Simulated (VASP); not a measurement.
A run of VASP 6.6.1:

Contents of INCAR:

```
  PREC = Accurate
  ENCUT = 600
  EDIFF = 1E-6
  ISMEAR = 0
  SIGMA = 0.1
  LREAL = False
  LASPH = True
  NELM = 80
  ALGO = Normal
  ISIF = 3
  LWAVE = False
  LCHARG = False
  GGA = PE
  IBRION = 2
  NSW = 90
  EDIFFG = -0.04
```

File KPOINTS:

```
regular mesh
0
Gamma
  6 6 4
```

File POSCAR:

```
RbSi2
1.0
    3.9702979343      0.0000000000      0.0000000000
   -1.9851489671      3.4383788717      0.0000000000
    0.0000000000      0.0000000000      6.0775340331
Rb Si
1 2
Direct
    0.0000000000      0.0000000000      0.0000000000
    0.3333333333      0.6666666667      0.4487037794
    0.6666666667      0.3333333333      0.5512962206
```

Potentials or basis: VASP PAW PBE potentials, release 64 (Rb_sv, Si).

The run is started by

```bash
$ cat potpaw_PBE.64/Rb_sv/POTCAR potpaw_PBE.64/Si/POTCAR > POTCAR
$ mpirun -np 1 vasp_std > vasp.out
```

Hardware: 1 thread of Intel Xeon 8259CL, with other jobs on the host.

How long does it take, and how much memory?

Wall time 74 s on 1 thread of Intel Xeon 8259CL (shared host), peak memory 0.24 GiB. Counts: scf iterations 27, k points 24, ion steps 3.
